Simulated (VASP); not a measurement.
A run of VASP 6.6.1:

The input POSCAR:

```
BaZrO3
1.0
    4.2050464628      0.0000000000      0.0000000000
    0.0000000000      4.2050464628      0.0000000000
    0.0000000000      0.0000000000      4.2050464628
Ba Zr O
1 1 3
Direct
    0.0000000000      0.0000000000      0.0000000000
    0.5000000000      0.5000000000      0.5000000000
    0.0000000000      0.5000000000      0.5000000000
    0.5000000000      0.5000000000      0.0000000000
    0.5000000000      0.0000000000      0.5000000000
```

INCAR.step1

```
SYSTEM = BaZrO3
PREC = Accurate
ENCUT = 520
ISMEAR = 0
SIGMA = 0.05
LREAL = .False.
LASPH = .True.
NELM = 60
NBANDS = 28
GGA = PE
ALGO = Normal
EDIFF = 1E-4
LWAVE = .True.
LCHARG = .False.
```

INCAR.step2

```
SYSTEM = BaZrO3
PREC = Accurate
ENCUT = 520
EDIFF = 1E-6
ISMEAR = 0
SIGMA = 0.05
LREAL = .False.
LASPH = .True.
NELM = 60
ALGO = Normal
ISIF = 2
LWAVE = .False.
LCHARG = .False.
METAGGA = R2SCAN
LMIXTAU = .True.
NBANDS = 28
ISTART = 1
```

Contents of KPOINTS:

```
Automatic mesh
0
Gamma
  6 6 6
  0 0 0
```

Potentials or basis: VASP PAW PBE potentials, release 64 (Ba_sv, Zr_sv, O).

Run with:

```console
$ cat potpaw_PBE.64/Ba_sv/POTCAR potpaw_PBE.64/Zr_sv/POTCAR potpaw_PBE.64/O/POTCAR > POTCAR
$ cp INCAR.step1 INCAR
$ mpirun -np 1 vasp_std > vasp.out
$ cp INCAR.step2 INCAR
$ mpirun -np 1 vasp_std > vasp.out
```

Hardware: 1 thread of Intel Xeon 8259CL (shared host).

Task: Estimate the wall time of this run.

Result: Run time: 3.1 min on 1 thread of Intel Xeon 8259CL, with other jobs on the host, peak memory 0.21 GiB. Counts: k points 20.
